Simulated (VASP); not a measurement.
Input of a VASP 6.6.1 run:

File INCAR:

```
PREC     = Accurate       # precision mode
ENCUT    = 520            # plane-wave cutoff, eV
EDIFF    = 1E-6           # SCF threshold, eV
ISMEAR   = 0              # smearing method
SIGMA    = 0.05           # smearing width, eV
LREAL    = F              # projectors in reciprocal space
LASPH    = T              # aspherical terms in the spheres
NELM     = 60             # most SCF steps
ALGO     = Normal         # electronic algorithm
ISIF     = 2              # what is computed and relaxed
LWAVE    = F              # write WAVECAR
LCHARG   = F              # write CHGCAR
GGA      = PE             # functional
NBANDS   = 35             # bands
```

File KPOINTS:

```
regular mesh
0
Gamma
  6 6 8
```

The input POSCAR:

```
SnO2
1.0
    4.8539386023      0.0000000000      0.0000000000
    0.0000000000      4.8539523402      0.0000000000
    0.0000000000      0.0000000000      3.2031140837
Sn O
2 4
Direct
    0.5000000000      0.5000000000      0.5000000000
    0.0000000000      0.0000000000      0.0000000000
    0.2699560347      0.2700139271      0.0000000000
    0.7699560347      0.2299860729      0.5000000000
    0.2300439653      0.7700139271      0.5000000000
    0.7300439653      0.7299860729      0.0000000000
```

Potentials or basis: VASP PAW PBE potentials, release 64 (Sn_d, O).

Run with:

```bash
$ cat potpaw_PBE.64/Sn_d/POTCAR potpaw_PBE.64/O/POTCAR > POTCAR
$ mpirun -np 1 vasp_std > vasp.out
```

(1) Estimate the band gap on the k mesh.

(2) What does it give for the pressure?

(3) What does it give for the largest force?

Answers

(1) 0.04 eV.

(2) 9.8 GPa.

(3) 4.613 eV/Å.

Caveat: the stress differs along the axes, from 4 to 13 GPa; semilocal functionals underestimate gaps, and a narrow one can read as zero; spin-orbit coupling is left out, which moves the levels of the heavy elements; forces of over 1 eV/Å act on the atoms, so gaps and moduli don't describe the material at rest.
